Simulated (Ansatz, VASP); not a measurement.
**One calculation of Al3Cu, two programs**

File INCAR:

```
SYSTEM = Al3Cu
PREC = Accurate
ENCUT = 520
EDIFF = 1E-7
ISMEAR = 0
SIGMA = 0.05
LREAL = .False.
LASPH = .True.
NELM = 100
ALGO = Normal
ISIF = 2
LWAVE = .False.
LCHARG = .False.
GGA = CA
NBANDS = 18
```

File KPOINTS:

```
Automatic mesh
0
Gamma
  10 10 10
  0 0 0
```

File POSCAR:

```
Al3Cu
1.0
    3.9241510000      0.0000000000      0.0000000000
    0.0000000000      3.9241510000      0.0000000000
    0.0000000000      0.0000000000      3.9241510000
Al Cu
3 1
Direct
    0.0000000000      0.5000000000      0.5000000000
    0.5000000000      0.0000000000      0.5000000000
    0.5000000000      0.5000000000      0.0000000000
    0.0000000000      0.0000000000      0.0000000000
```

Input for Ansatz:

```yaml
crystal:
  lattice:
    - [3.924151, 0.0, 0.0]
    - [0.0, 3.924151, 0.0]
    - [0.0, 0.0, 3.924151]
  atoms:
    - { symbol: Al, position: [0.0, 0.5, 0.5] }
    - { symbol: Al, position: [0.5, 0.0, 0.5] }
    - { symbol: Al, position: [0.5, 0.5, 0.0] }
    - { symbol: Cu, position: [0.0, 0.0, 0.0] }
basis:
  ecutwfc: 420
kpoints:
  mp_grid: { grid: [10, 10, 10] }
hamiltonian:
  xc: lda
scf:
  occupations: { method: gaussian, width: 0.05 }
output:
  forces: true
  eigenvalues: true
  eigenstates:
    nscf_kmesh: { grid: [30, 30, 30] }
    top_band: c6
    de_dk: true
    localisation: true
  stress: true
checkpoint:
  write: ck
  compress: false
  write_wavefunctions: false
  write_every: 100000
```

Alike in both runs: task single point; functional LDA; k mesh 10 × 10 × 10; occupations gaussian, width 0.05 eV; no spin polarisation.

|  | VASP | Ansatz |
| --- | --- | --- |
| version | VASP 6.6.1 | Ansatz 0.2.0 |
| potentials or method | VASP PAW LDA potentials, release 64 (Al, Cu), cutoff 520 eV | scalar-relativistic, plane waves, PAW |
| valence electrons in the cell | 20 | 28 |

Ansatz gave:

| Quantity | Value |
| --- | --- |
| pressure (GPa) | -5.1 |

Question: What did VASP give for the same quantities?

Answer: Pressure (GPa): -4.9.

LDA's correlation is that of Perdew and Zunger in VASP and of Perdew and Wang (1992) in Ansatz. VASP's potentials hold 20 valence electrons a cell and Ansatz's 28, so a difference there can come from the potentials and not from the codes.
